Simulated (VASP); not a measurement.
Write the native input for VASP 6.6.1 that does the following.

```
Task                   : single point
Functional             : PBEsol
Potentials or basis    : VASP PAW PBE potentials, release 64 (Ba_sv, Hf_pv, O)
Cutoff                 : 600 eV
k mesh                 : 4 × 4 × 4
Occupations            : tetrahedron
Spin                   : no spin polarisation
Dipole correction      : no
Further INCAR settings : ALGO = Normal; EDIFF = 1e-06; NBANDS = 27
```

The structure of BaHfO3 lies in POSCAR:

```
BaHfO3
1.0
    4.1695667999      0.0000000000      0.0000000000
    0.0000000000      4.1695667999      0.0000000000
    0.0000000000      0.0000000000      4.1703766343
Ba Hf O
1 1 3
Direct
    0.5000000000      0.5000000000      0.9964249600
    0.0000000000      0.0000000000      0.4978753300
    0.0000000000      0.5000000000      0.4988901400
    0.5000000000      0.0000000000      0.4988901400
    0.0000000000      0.0000000000      0.9979412200
```

The input as run:

INCAR

```
ALGO = Normal ; EDIFF = 1E-6
ENCUT = 600 ; GGA = PS
GGA_COMPAT = F ; ISIF = 2
ISMEAR = -5 ; LASPH = T
LCHARG = F ; LREAL = F
LWAVE = F ; NBANDS = 27
NELM = 120 ; PREC = Accurate
SIGMA = 0.1
```

KPOINTS

```
k-points
0
Gamma
  4 4 4
```

Potentials or basis: VASP PAW PBE potentials, release 64 (Ba_sv, Hf_pv, O).

Command:

```bash
$ cat potpaw_PBE.64/Ba_sv/POTCAR potpaw_PBE.64/Hf_pv/POTCAR potpaw_PBE.64/O/POTCAR > POTCAR
$ mpirun -np 1 vasp_std > vasp.out
```

It gave:

| Item | Value |
| --- | --- |
| Pressure | -2.0 GPa |
| Largest force | 0.021 eV/Å |
| Band gap on the k mesh | 3.48 eV, indirect (least direct gap 3.69 eV) |

Caveat: the PAW data sets were made with another functional, which shifts forces and pressure a little; spin-orbit coupling is left out, which moves the levels of the heavy elements.

Wall time 23 s on 1 thread of Intel(R) Xeon(R) Platinum 8559C (Emerald Rapids) (shared host), peak memory 0.22 GiB.
